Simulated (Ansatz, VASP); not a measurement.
## Si: VASP beside Ansatz

File INCAR:

```
PREC = Accurate
ENCUT = 520
EDIFF = 1E-6
ISMEAR = 0
SIGMA = 0.03
LREAL = False
LASPH = True
NELM = 80
ALGO = Normal
ISIF = 2
LWAVE = False
LCHARG = True
GGA = PS
LELF = True
LVHAR = True
NBANDS = 16
```

The input KPOINTS:

```
Automatic mesh
0
Gamma
  12 12 12
```

The input POSCAR:

```
Si
1.0
   -3.5483545814      3.5483545814      1.8164027102
    3.5483545814     -3.5483545814      1.8164027102
    3.5483545814      3.5483545814     -1.8164027102
Si
4
Direct
    0.1787304307      0.1787304307      0.3574608614
    0.8212695693      0.8212695693      0.6425391386
    0.1787304307      0.8212695693      0.0000000000
    0.8212695693      0.1787304307      0.0000000000
```

Input for Ansatz:

```yaml
crystal:
  lattice:
    - [-3.5483545814, 3.5483545814, 1.8164027102]
    - [3.5483545814, -3.5483545814, 1.8164027102]
    - [3.5483545814, 3.5483545814, -1.8164027102]
  atoms:
    - { symbol: Si, position: [0.1787304307, 0.1787304307, 0.3574608614] }
    - { symbol: Si, position: [0.8212695693, 0.8212695693, 0.6425391386] }
    - { symbol: Si, position: [0.1787304307, 0.8212695693, 0.0] }
    - { symbol: Si, position: [0.8212695693, 0.1787304307, 0.0] }
basis:
  ecutwfc: 420
kpoints:
  mp_grid: { grid: [12, 12, 12] }
hamiltonian:
  xc: pbesol
  pseudopotentials: { kind: paw, azcp: { folder: soft_1 } }
scf:
  occupations: { method: gaussian, width: 0.03 }
output:
  forces: true
  stress: true
  eigenvalues: true
```

Alike in both runs: task single point; functional PBEsol; k mesh 12 × 12 × 12; occupations gaussian, width 0.03 eV; no spin polarisation.

|  | VASP | Ansatz |
| --- | --- | --- |
| version | VASP 6.6.1 | Ansatz 0.2.0 |
| potentials or method | VASP PAW PBE potentials, release 64 (Si), cutoff 520 eV | scalar-relativistic, plane waves, PAW |
| valence electrons in the cell | 16 | 16 |

VASP gave:

| Item | Value |
| --- | --- |
| gap on the k mesh at the Fermi level (eV) | none |
| pressure (GPa) | -4.2 |
| traceless stress, the component that is largest in VASP (GPa) | 11.83 |
| rms of the force components (eV/Å) | 0.579 |

**Question.** Which values does Ansatz return?

**Answer.** gap on the k mesh at the Fermi level (eV): none; pressure (GPa): -4.3; traceless stress, the component that is largest in VASP (GPa): 11.78; rms of the force components (eV/Å): 0.574.

VASP's potentials were made for PBE, not for PBEsol, and Ansatz warns of the same on its side. Atom by atom the forces differ by 0.005 eV/Å (rms over components). A gap of «none» marks a metal or a gap that the smearing closes. With one functional, cell and mesh, what is left measures potentials, basis and numerics.
